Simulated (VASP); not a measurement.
**HfMg3: single point with PBE**

HfMg3:

```
Mg Hf
1.0
     4.43552    0.00000    0.00000
     0.00000    4.43552    0.00000
     0.00000    0.00000    4.43552
Mg Hf
3 1
Cartesian
  2.2178 2.2178 0.0000
  2.2178 0.0000 2.2178
  0.0000 2.2178 2.2178
  0.0000 0.0000 0.0000
```

* Program: VASP 6.6.1
* Task: single point
* Functional: PBE
* Potentials or basis: VASP PAW PBE potentials, release 64 (Mg, Hf_pv)
* Cutoff: 520 eV
* k mesh: 6 × 6 × 6
* Occupations: fermi-dirac, width 0.05 eV
* Spin: no spin polarisation
* Dipole correction: no
* Further INCAR settings: ALGO = Normal; EDIFF = 1e-07; NBANDS = 16

| Property | Result |
| --- | --- |
| Pressure | -0.1 GPa |
| Band gap on the k mesh | zero (band 8 reaches 3.67 eV, above the bottom of band 9 at 2.23 eV) |

Levels at points of the mesh, in eV from the Fermi level:
| k point | band 4 | band 5 | band 6 | band 7 | band 8 | band 9 | band 10 | band 11 | band 12 | band 13 |
| --- | --- | --- | --- | --- | --- | --- | --- | --- | --- | --- |
| (0.00, 0.00, 0.00) | -6.87 | -1.20 | -1.20 | 0.60 | 0.60 | 0.60 | 1.26 | 1.26 | 1.26 | 1.70 |
| (0.50, 0.00, 0.00) | -5.01 | -4.64 | -0.71 | -0.30 | -0.30 | 1.47 | 1.95 | 2.69 | 2.69 | 2.80 |
| (0.50, 0.50, 0.00) | -3.60 | -3.14 | -2.62 | -2.62 | 0.24 | 0.24 | 1.52 | 2.30 | 2.36 | 3.47 |
| (0.50, 0.50, 0.50) | -2.21 | -2.21 | -2.21 | -1.43 | -0.81 | -0.81 | -0.81 | -0.26 | 2.41 | 2.41 |

Run time: 29 s on 1 thread of Intel(R) Xeon(R) 6975P-C (Granite Rapids) (shared host), peak memory 0.21 GiB.

Caveat: spin-orbit coupling is left out, which moves the levels of the heavy elements.
